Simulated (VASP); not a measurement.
Wanted: the native input for a VASP 6.6.1 run.

```
Task                            : G0W0 quasiparticle levels
Functional                      : PBE
Potentials or basis             : VASP PAW PBE potentials, release 64 (B_GW, P_GW, Al_GW)
Cutoff                          : 500 eV
k mesh                          : 4 × 4 × 4
Occupations                     : gaussian, width 0.01 eV
Spin                            : no spin polarisation
Dipole correction               : no
GW scheme                       : G0W0
GW iterations                   : 1
Cutoff of the response function : 120
Frequency points                : 96
Empty bands                     : 189
Further INCAR settings          : ALGO = EVGW0; EDIFF = 1e-08; NBANDS = 197
```

The system is AlBP2.

```
B P Al
1.0
     3.49211    0.00000    0.00000
     0.00000    3.49211    0.00000
     0.00000    0.00000    5.21358
B P Al
1 2 1
Cartesian
  0.0000 0.0000 0.0000
  0.0000 1.7461 1.0903
  1.7461 0.0000 4.1232
  1.7461 1.7461 2.6068
```

The input as run:

POSCAR

```
AlBP2
1.0
    3.4921110810      0.0000000000      0.0000000000
    0.0000000000      3.4921110810      0.0000000000
    0.0000000000      0.0000000000      5.2135754130
B P Al
1 2 1
Direct
    0.0000000000      0.0000000000      0.0000000000
    0.0000000000      0.5000000000      0.2091361140
    0.5000000000      0.0000000000      0.7908638860
    0.5000000000      0.5000000000      0.5000000000
```

INCAR.step1

```
SYSTEM = AlBP2
PREC = Accurate
ENCUT = 500
EDIFF = 1E-8
ISMEAR = 0
SIGMA = 0.01
LREAL = .False.
LASPH = .True.
NELM = 80
ALGO = Normal
LWAVE = .True.
LCHARG = .False.
GGA = PE
```

INCAR.step2

```
SYSTEM = AlBP2
PREC = Accurate
ENCUT = 500
EDIFF = 1E-8
ISMEAR = 0
SIGMA = 0.01
LREAL = .False.
LASPH = .True.
NELM = 1
ALGO = Exact
LWAVE = .True.
LCHARG = .False.
GGA = PE
NBANDS = 197
LOPTICS = .True.
ISTART = 1
```

INCAR.step3

```
SYSTEM = AlBP2
PREC = Accurate
ENCUT = 500
EDIFF = 1E-8
ISMEAR = 0
SIGMA = 0.01
LREAL = .False.
LASPH = .True.
ALGO = EVGW0
LWAVE = .False.
LCHARG = .False.
GGA = PE
NELMGW = 1
NBANDS = 197
ENCUTGW = 120.0
NOMEGA = 96
PRECFOCK = Fast
ISTART = 1
NBANDSGW = 16
OMEGAMAX = 20
```

KPOINTS

```
Automatic mesh
0
Gamma
  4 4 4
  0 0 0
```

Potentials or basis: VASP PAW PBE potentials, release 64 (B_GW, P_GW, Al_GW).

The run is started by

```sh
$ cat potpaw_PBE.64/B_GW/POTCAR potpaw_PBE.64/P_GW/POTCAR potpaw_PBE.64/Al_GW/POTCAR > POTCAR
$ cp INCAR.step1 INCAR
$ mpirun -np 1 vasp_std > vasp.out
$ cp INCAR.step2 INCAR
$ mpirun -np 1 vasp_std > vasp.out
$ cp INCAR.step3 INCAR
$ mpirun -np 1 vasp_std > vasp.out
```

Results of the run:

```json
{"Quasiparticle gap": "1.48 eV", "Least direct quasiparticle gap": "1.48 eV", "Band gap of the starting levels on the mesh": "0.78 eV", "Least direct gap of the starting levels on the mesh": "0.78 eV"}
```

Caveat: the k points lie up to 0.45 Å⁻¹ apart; bands, screening cutoff and mesh are small and nothing is extrapolated, so the quasiparticle values aren't converged.

Wall time 6.8 min on 1 thread of Intel(R) Xeon(R) 6975P-C (Granite Rapids) (shared host), peak memory 1.3 GiB.
